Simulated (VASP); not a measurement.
Wanted: the native input for a VASP 6.6.1 run.

| Item | Value |
| --- | --- |
| Task | single point |
| Functional | PBEsol |
| Potentials or basis | VASP PAW PBE potentials, release 64 (Co, W_sv) |
| Cutoff | 520 eV |
| k mesh | 12 × 12 × 12 |
| Occupations | gaussian, width 0.15 eV |
| Spin | no spin polarisation |
| Dipole correction | no |
| Further INCAR settings | ALGO = Fast; EDIFF = 1e-06; NBANDS = 34 |

The structure of CoW3 lies in POSCAR:

```
CoW3
1.0
    3.6653327280      0.0000000000      0.0000000000
    0.0000000000      3.6653327280      0.0000000000
    0.0000000000      0.0000000000      3.7617888524
Co W
1 3
Direct
    0.0000000000      0.0000000000      0.0000000000
    0.0000000000      0.5000000000      0.5000000000
    0.5000000000      0.0000000000      0.5000000000
    0.5000000000      0.5000000000      0.0000000000
```

This cell differs from its parent crystal: strain -0.050 along x and y, -0.025 along z.

One way to write it, as run:

INCAR

```
SYSTEM = CoW3
ALGO = Fast
EDIFF = 1E-6
ENCUT = 520
GGA = PS
ISIF = 2
ISMEAR = 0
LASPH = .TRUE.
LCHARG = .FALSE.
LREAL = .FALSE.
LWAVE = .FALSE.
NBANDS = 34
NELM = 80
PREC = Accurate
SIGMA = 0.15
```

KPOINTS

```
k-points
0
G
  12 12 12
  0 0 0
```

Potentials or basis: VASP PAW PBE potentials, release 64 (Co, W_sv).

The run is started by

```console
$ cat potpaw_PBE.64/Co/POTCAR potpaw_PBE.64/W_sv/POTCAR > POTCAR
$ mpirun -np 1 vasp_std > vasp.out
```

Results of the run:

```yaml
Pressure: 51.5 GPa
```

Caveat: the cell differs from its parent crystal (strain -0.050 along x and y, -0.025 along z); the PAW data sets were made with another functional, which shifts forces and pressure a little.

It took 3.6 min on 1 thread of AMD EPYC 9R45 96-Core Processor (Zen 5) (shared host), peak memory 0.34 GiB.
